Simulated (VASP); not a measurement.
# Zn2SeS (P-4m2) in VASP: single point with LDA

Aim: the single point of Zn2SeS with LDA.

All numbers are computed with VASP 6.6.1; they aren't measurements. Logs are shortened: lines on timing, memory, paths and dates and some standing lists are left out, and cuts for length are marked.

## 1. The cell of the first run

Symmetry: P-4m2, No. 115, tetragonal system. Conventional cell: a = 4.300 Å, b = 4.300 Å, c = 5.522 Å, α = 90.00°, β = 90.00°, γ = 90.00°. Within 3.3 Å of Zn (site symmetry 2mm) lie 2 S at 2.52 Å and 2 Se at 2.59 Å. Within 3.4 Å of Se (site symmetry -4m2) lie 4 Zn at 2.59 Å. Within 3.3 Å of S (site symmetry -4m2) lie 4 Zn at 2.52 Å.

## 2. Single point, LDA (strain +0.1000 x Voigt [1, 1, 0, 0, 0, 0])

INCAR

```
  PREC = Accurate
  ENCUT = 520
  EDIFF = 1E-6
  ISMEAR = 0
  SIGMA = 0.05
  LREAL = F
  LASPH = T
  NELM = 100
  ALGO = Normal
  ISIF = 2
  LWAVE = F
  LCHARG = T
  GGA = CA
  LELF = T
  LVHAR = T
  NBANDS = 26
```

KPOINTS

```
Automatic mesh
0
Gamma
  8 8 6
```

POSCAR

```
Zn2SeS
1.0
    4.3002157660      0.0000000000      0.0000000000
    0.0000000000      4.3002157660      0.0000000000
    0.0000000000      0.0000000000      5.5221151400
Zn Se S
2 1 1
Direct
    0.5000000000      0.0000000000      0.7630636300
    0.0000000000      0.5000000000      0.2369363700
    0.0000000000      0.0000000000      0.5000000000
    0.5000000000      0.5000000000      0.0000000000
```

Potentials or basis: VASP PAW LDA potentials, release 64 (Zn, Se, S).

On the command line:

```bash
cat potpaw_LDA.64/Zn/POTCAR potpaw_LDA.64/Se/POTCAR potpaw_LDA.64/S/POTCAR > POTCAR
mpirun -np 1 vasp_std > vasp.out
```

OUTCAR:

```text
PREC = Accurate
   ENCUT = 520
   EDIFF = 1E-6
   ISMEAR = 0
   LREAL = F
   LASPH = T
   NELM = 100
   ISIF = 2
   GGA = CA

 ion  position               nearest neighbor table
   1  0.500  0.000  0.763-   4 2.52   4 2.52   3 2.59   3 2.59
   2  0.000  0.500  0.237-   4 2.52   4 2.52   3 2.59   3 2.59
   3  0.000  0.000  0.500-   1 2.59   2 2.59   2 2.59   1 2.59
   4  0.500  0.500  0.000-   1 2.52   2 2.52   1 2.52   2 2.52

  LATTYP: Found a simple tetragonal cell.
 ALAT       =     4.3002157660
 C/A-ratio  =     1.2841483871

  Lattice vectors:

 A1 = (   4.3002157660,   0.0000000000,   0.0000000000)
 A2 = (   0.0000000000,   4.3002157660,   0.0000000000)
 A3 = (   0.0000000000,   0.0000000000,   5.5221151400)

Analysis of symmetry for initial positions (statically):
=====================================================================
 Subroutine PRICEL returns:
 Original cell was already a primitive cell.

 Routine SETGRP: Setting up the symmetry group for a
 simple tetragonal supercell.

 Subroutine GETGRP returns: Found  8 space group operations
 (whereof  8 operations were pure point group operations)
 out of a pool of 16 trial point group operations.

The static configuration has the point symmetry D_2d.

Analysis of symmetry for dynamics (positions and initial velocities):
=====================================================================
 Subroutine PRICEL returns:
 Original cell was already a primitive cell.

 Routine SETGRP: Setting up the symmetry group for a
 simple tetragonal supercell.

 Subroutine GETGRP returns: Found  8 space group operations
 (whereof  8 operations were pure point group operations)
 out of a pool of 16 trial point group operations.

The dynamic configuration has the point symmetry D_2d.

 Subroutine INISYM returns: Found  8 space group operations
 (whereof  8 operations are pure point group operations),
 and found     1 'primitive' translations

----------------------------------------------------------------------------------------

                                     Primitive cell

  volume of cell :     102.1142

  direct lattice vectors                    reciprocal lattice vectors
[... 80 lines left out ...]
   NGXF,Y,Z  is equivalent  to a cutoff of  24.74, 24.74, 25.29 a.u.
 SYSTEM =  unknown system
   PREC   = accura    normal or accurate (medium, high low for compatibility)
   ISTART =      0    job   : 0-new  1-cont  2-samecut
   ICHARG =      2    charge: 1-file 2-atom 10-const
   ISPIN  =      1    spin polarized calculation?
   LNONCOLLINEAR =      F non collinear calculations
   LSORBIT =      F    spin-orbit coupling
   LASPH  =      T    aspherical Exc in radial PAW
   ENCUT  =  520.0 eV  38.22 Ry    6.18 a.u.   8.00  8.00 10.27*2*pi/ulx,y,z
   NELM   =    100;   NELMIN=  2; NELMDL= -5     # of ELM steps
   EDIFF  = 0.1E-05   stopping-criterion for ELM
   LREAL  =      F    real-space projection
   EDIFFG = 0.1E-04   stopping-criterion for IOM
   NSW    =      0    number of steps for IOM
   IBRION =     -1    ionic relax: 0-MD 1-quasi-New 2-CG
   NFREE  =      0    steps in history (QN), initial steepest desc. (CG)
   ISIF   =      2    stress and relaxation
   ISYM   =      2    0-nonsym 1-usesym 2-fastsym
   POTIM  = 0.5000    time-step for ionic-motion
   TEBEG  =    0.0;   TEEND  =   0.0 temperature during run
   PSTRESS=    0.0 pullay stress
   NELECT =      36.0000    total number of electrons
   NUPDOWN=      -1.0000    fix difference up-down
   EMIN   =  10.00;   EMAX   =-10.00  energy-range for DOS
   EFERMI =   0.00;   METHOD = LEGACY
   ISMEAR =     0;   SIGMA  =   0.05  broadening in eV -4-tet -1-fermi 0-gaus
   EFERMI_NEDOS =   21; number of points for ismear=-14 and -15
   IALGO  =     38    algorithm
   IMIX   =      4    mixing-type and parameters
     AMIX     =   0.40;   BMIX     =  1.00
     AMIX_MAG =   1.60;   BMIX_MAG =  1.00
  volume/ion in A,a.u.               =      25.53       172.28
  Fermi-wavevector in a.u.,A,eV,Ry     =   1.156504  2.185475 18.197802  1.337501
  Thomas-Fermi vector in A             =   2.293123
   LORBIT       =      0    0 simple, 1 ext, 2 COOP (PROOUT), +10 PAW based schemes
   GGA     = CA    functional components
   LHFCALC =     F    Hartree Fock is set to
   AEXX    =    0.0000 exact exchange contribution
   IVDW    =     0    specifies the selected vdW correction
   LEPSILON=     F    determine dielectric tensor
   LRPA    =     F    only Hartree local field effects (RPA)
 non-spin polarized calculation
 Gauss-broadening in eV      SIGMA  =   0.05
  energy-cutoff  :      520.00
  volume of cell :      102.11
 maximum number of plane-waves:      2792
 NGX is ok and might be reduce to    32
   NGX = 15   NGY = 15   NGZ = 21

 number of electron      36.0000048 magnetization

 Free energy of the ion-electron system (eV)
  ---------------------------------------------------
  ext. energy  EPLUGINS =         0.00000000
  ---------------------------------------------------
  free energy    TOTEN  =       -14.54547029 eV

  energy without entropy =      -14.54547029  energy(sigma->0) =      -14.54547029

 E-fermi :   0.6102     XC(G=0):  -9.0668

 val. band max:        0.3520403716   @ k =   0.0000   0.0000   0.0000
 cond. band min:       0.8840513108   @ k =   0.0000   0.0000   0.0000
 fundamental gap:      0.5320109392
 Fermi energy:         0.6102295813

 k-point     1 :       0.0000    0.0000    0.0000
  band No.  band energies     occupation
      1     -11.9274      2.00000
      2     -11.0606      2.00000
      3      -5.8665      2.00000
      4      -5.8665      2.00000
      5      -5.8331      2.00000
      6      -5.7986      2.00000
[... 685 lines left out ...]
     25       8.0880      0.00000
     26       8.2049      0.00000

 [... further k-points ...]
[... 5 lines left out ...]
  --------------------------------------------------------------------------------------
  -------------------------------------------------------------------------------------
  Total       -7.7954447     -7.7954447     -5.4624618      0.0000000      0.0000000      0.0000000
  in kB     -122.3110026   -122.3110026    -85.7063585      0.0000000      0.0000000      0.0000000
  external PRESSURE =    -110.1094546 kB  Pullay stress =       0.0000000 kB

 VOLUME and BASIS-vectors are now :
 -----------------------------------------------------------------------------
  energy-cutoff  :      520.00
  volume of cell :      102.11
      direct lattice vectors                 reciprocal lattice vectors
     4.300215766  0.000000000  0.000000000     0.232546471  0.000000000  0.000000000
     0.000000000  4.300215766  0.000000000     0.000000000  0.232546471  0.000000000
     0.000000000  0.000000000  5.522115140     0.000000000  0.000000000  0.181090031

 POSITION                                       TOTAL-FORCE (eV/Angst)
 -----------------------------------------------------------------------------------
      2.15011      0.00000      4.21373        -0.000000     -0.000000     -0.050217
      0.00000      2.15011      1.30839         0.000000     -0.000000      0.050217
      0.00000      0.00000      2.76106         0.000000     -0.000000      0.000000
      2.15011      2.15011      0.00000         0.000000      0.000000      0.000000
 -----------------------------------------------------------------------------------
    total drift:                                0.000000      0.000000      0.000000

  FREE ENERGIE OF THE ION-ELECTRON SYSTEM (eV)
  ---------------------------------------------------
  free  energy   TOTEN  =       -14.5454702876 eV

  energy  without entropy=      -14.5454702876  energy(sigma->0) =      -14.54547029
```

OSZICAR:

```text
N       E                     dE             d eps       ncg     rms          rms(c)
DAV:   1     0.229595621321E+03    0.22960E+03   -0.16564E+04  3120   0.152E+03
DAV:   2     0.825890406933E+01   -0.22134E+03   -0.21193E+03  3228   0.327E+02
DAV:   3    -0.147863856725E+02   -0.23045E+02   -0.22819E+02  3674   0.105E+02
DAV:   4    -0.153198007310E+02   -0.53342E+00   -0.53226E+00  3564   0.163E+01
DAV:   5    -0.153262101760E+02   -0.64094E-02   -0.64083E-02  3724   0.169E+00    0.606E+00
DAV:   6    -0.145842910167E+02    0.74192E+00   -0.15228E+00  4536   0.289E+01    0.473E+00
DAV:   7    -0.145578247603E+02    0.26466E-01   -0.59507E-01  3378   0.511E+00    0.225E+00
DAV:   8    -0.145468703919E+02    0.10954E-01   -0.23380E-02  4100   0.137E+00    0.515E-01
DAV:   9    -0.145453993258E+02    0.14711E-02   -0.47326E-03  4456   0.943E-01    0.171E-01
DAV:  10    -0.145454608496E+02   -0.61524E-04   -0.57236E-04  3492   0.182E-01    0.868E-02
DAV:  11    -0.145454710270E+02   -0.10177E-04   -0.58087E-05  3384   0.487E-02    0.168E-02
DAV:  12    -0.145454702876E+02    0.73942E-06   -0.65671E-06  3742   0.197E-02
   1 F= -.14545470E+02 E0= -.14545470E+02  d E =-.200018E-15
```

stdout:

```text
POSCAR found type information on POSCAR ZnSeS
 POSCAR found :  3 types and       4 ions
 scaLAPACK will be used
 LDA part: xc-table for (Slater(with rela. corr.)+CA(PZ))
 , standard interpolation
 POSCAR, INCAR and KPOINTS ok, starting setup
 FFT: planning ... GRIDC
 FFT: planning ... GRID_SOFT
 FFT: planning ... GRID
 WAVECAR not read
 entering main loop
```

Run time: 76 s. Hardware: 1 thread of Intel Xeon Platinum 8375C at 2.90GHz (Ice Lake), shared host; peak memory 0.28 GiB.

Results:

```yaml
Free_energy: -14.5455 eV
Pressure: -11.0 GPa
Largest_force: 0.050 eV/Å
Band_gap_on_the_k_mesh: 0.53 eV, direct
```

Forces in eV/Å, atoms in the order of the input:
```
Zn   0.000  0.000 -0.050
Zn   0.000  0.000  0.050
Se   0.000  0.000  0.000
S    0.000  0.000  0.000
```

Stress tensor (GPa, compression positive):
```
-12.23   0.00   0.00
  0.00 -12.23   0.00
  0.00   0.00  -8.57
```

Levels at points of the mesh, in eV from the valence-band top:
```csv
k point,band 16,band 17,band 18,band 19,band 20,band 21
"(0.00, 0.00, 0.00)",-0.21,-0.21,0.00,0.53,2.78,3.03
"(0.50, 0.00, 0.00)",-1.83,-1.29,-0.79,3.26,3.52,5.49
"(0.50, 0.50, 0.00)",-1.55,-1.55,-1.54,3.09,3.50,3.62
"(0.00, 0.00, 0.50)",-1.49,-0.98,-0.98,2.89,3.29,3.94
"(0.50, 0.00, 0.50)",-0.72,-0.61,-0.57,2.01,2.26,5.94
"(0.50, 0.50, 0.50)",-2.20,-2.17,-2.10,4.88,4.88,5.54
```

Caveat: the cell differs from its parent crystal (strain +0.1000 x Voigt [1, 1, 0, 0, 0, 0]).
